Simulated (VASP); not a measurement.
# HfSc2O3: relaxation of cell and atoms with PBE

The system is HfSc2O3.

```
Hf Sc O
1.0
     3.17701    0.00000    0.00000
    -1.58851    2.75137    0.00000
     0.00000    0.00000    7.75484
Hf Sc O
1 2 3
Direct
  0.00000 0.00000 0.00000
  0.33333 0.66667 0.66580
  0.66667 0.33333 0.33420
  0.33333 0.66667 0.17262
  0.66667 0.33333 0.82738
  0.00000 0.00000 0.50000
```

The cell was generated, and may not be a known phase.

- Program: VASP 6.6.1
- Task: relaxation of cell and atoms
- Functional: PBE
- Potentials or basis: VASP PAW PBE potentials, release 64 (Hf_pv, Sc_sv, O)
- Cutoff: 600 eV
- k mesh: 6 × 6 × 2
- Occupations: gaussian, width 0.1 eV
- Spin: no spin polarisation
- Dipole correction: no
- Further INCAR settings: ALGO = Normal; EDIFF = 1e-06; IBRION = 2; EDIFFG = -0.04; NSW = 90; ISIF = 3

| Property | Result |
| --- | --- |
| Relaxed volume | 11.41 Å³/atom |
| Relaxed cell | a = 3.078 Å, b = 3.078 Å, c = 8.339 Å, α = 90.00°, β = 90.00°, γ = 120.00° |
| Space group after relaxing (to 0.1 Å) | P-3m1 (No. 164) |
| Energy gained by relaxing | 32.1 meV/atom |
| Ionic steps | 17 |
| Pressure after relaxing | 0.2 GPa |
| Largest force after relaxing | 0.008 eV/Å |
| Band gap on the k mesh | zero (bands 25 and 26 overlap by 0.44 eV) |

Forces in eV/Å, atoms in the order of the input:
```
Hf   0.000  0.000  0.000
Sc   0.000  0.000  0.008
Sc   0.000  0.000 -0.008
O    0.000  0.000  0.005
O    0.000  0.000 -0.005
O    0.000  0.000  0.000
```

Stress tensor (GPa, compression positive):
```
0.18 0.00 0.00
0.00 0.18 0.00
0.00 0.00 0.30
```

Step by step:
| step | energy change (eV) | largest force (eV/Å) | pressure (GPa) | volume (Å³) |
| --- | --- | --- | --- | --- |
| 1 | 0.0000 | 0.2905 | 1.72 | 67.79 |
| 2 | -0.0564 | 0.3537 | -1.11 | 68.97 |
| 3 | -0.0516 | 0.2560 | -8.93 | 72.50 |
| 4 | -0.0920 | 0.3156 | -5.18 | 70.68 |
| 5 | -0.1100 | 0.2934 | -5.03 | 70.61 |
| 6 | -0.1496 | 0.1942 | -4.59 | 70.37 |
| 7 | -0.1543 | 0.1668 | -3.03 | 69.81 |
| 8 | -0.1668 | 0.1936 | -3.96 | 70.14 |
| 9 | -0.1832 | 0.1716 | -2.11 | 69.34 |
| 10 | -0.1893 | 0.1458 | -0.14 | 68.56 |
| 11 | -0.1893 | 0.1416 | 0.04 | 68.49 |
| 12 | -0.1901 | 0.1168 | 0.02 | 68.50 |
| 13 | -0.1915 | 0.0663 | -0.05 | 68.53 |
| 14 | -0.1910 | 0.1349 | -0.16 | 68.58 |
| 15 | -0.1918 | 0.0721 | -0.09 | 68.55 |
| 16 | -0.1923 | 0.0466 | 0.04 | 68.51 |
| 17 | -0.1927 | 0.0077 | 0.22 | 68.44 |

Final structure:
```cif
data_structure
_symmetry_space_group_name_H-M 'P 1'
_symmetry_Int_Tables_number 1
_cell_length_a 3.0785
_cell_length_b 3.0785
_cell_length_c 8.3392
_cell_angle_alpha 90.000
_cell_angle_beta 90.000
_cell_angle_gamma 120.000
_cell_volume 68.44
loop_
_atom_site_label
_atom_site_type_symbol
_atom_site_fract_x
_atom_site_fract_y
_atom_site_fract_z
_atom_site_occupancy
Hf1 Hf 0.00000 0.00000 0.00000 1
Sc1 Sc 0.33333 0.66667 0.65587 1
Sc2 Sc 0.66667 0.33333 0.34413 1
O1 O 0.33333 0.66667 0.18440 1
O2 O 0.66667 0.33333 0.81560 1
O3 O 0.00000 0.00000 0.50000 1
```

Levels at points of the mesh, in eV from the Fermi level:
| k point | band 21 | band 22 | band 23 | band 24 | band 25 | band 26 | band 27 | band 28 | band 29 | band 30 |
| --- | --- | --- | --- | --- | --- | --- | --- | --- | --- | --- |
| (0.00, 0.00, 0.00) | -5.71 | -5.32 | -5.32 | -1.93 | 0.07 | 0.22 | 0.22 | 0.39 | 0.86 | 1.36 |
| (0.50, 0.00, 0.00) | -6.71 | -6.12 | -5.81 | -3.14 | -0.68 | 0.32 | 2.33 | 2.43 | 2.81 | 2.82 |
| (0.00, 0.00, 0.50) | -5.77 | -5.76 | -5.76 | -1.57 | 0.08 | 0.45 | 0.65 | 0.65 | 0.68 | 0.68 |
| (0.50, 0.00, 0.50) | -6.68 | -6.22 | -6.10 | -2.58 | -1.74 | 1.07 | 2.34 | 2.77 | 2.79 | 2.84 |

It took 9.2 min on 1 thread of Intel(R) Xeon(R) Platinum 8488C (Sapphire Rapids), on a shared host, peak memory 0.23 GiB.

Caveat: the k points lie up to 0.39 Å⁻¹ apart in the final cell; spin-orbit coupling is left out, which moves the levels of the heavy elements.
